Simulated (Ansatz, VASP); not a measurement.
Two plane-wave programs on InGa2N3

```
In Ga N
1.0
     2.94523    1.70043    2.71250
    -2.94523    1.70043    2.71250
     0.00000   -3.40085    2.71250
In Ga N
1 2 3
Direct
  0.50000 0.50000 0.50000
  0.16625 0.16625 0.16625
  0.83375 0.83375 0.83375
  0.00000 0.50000 0.50000
  0.50000 0.00000 0.50000
  0.50000 0.50000 0.00000
```

Change from the starting cell: species swapped into the Zr2AlFe3 type (R-3m, No. 166).

Alike in both runs: functional PBE; k mesh 6 × 6 × 6; occupations gaussian, width 0.1 eV; no spin polarisation.

Ansatz relaxed the structure, and its values are those at the end. VASP's run is a single point on that final structure, the one shown.

```csv
,VASP,Ansatz
version,VASP 6.6.1,Ansatz 0.2.0
potentials or method,"VASP PAW PBE potentials, release 64 (In_d, Ga_d, N), cutoff 520 eV","scalar-relativistic, plane waves, PAW"
valence electrons in the cell,54,54
```

```tsv
	VASP	Ansatz	Ansatz less VASP
gap on the k mesh at the Fermi level (eV)	none	none	-
pressure (GPa)	0.3	0.1	-0.27
rms of the force components (eV/Å)	0.015	0.004	-0.0108
```

A gap of «none» marks a metal or a gap that the smearing closes. The functional is the same, so the differences come from potentials, cutoffs and numerics.
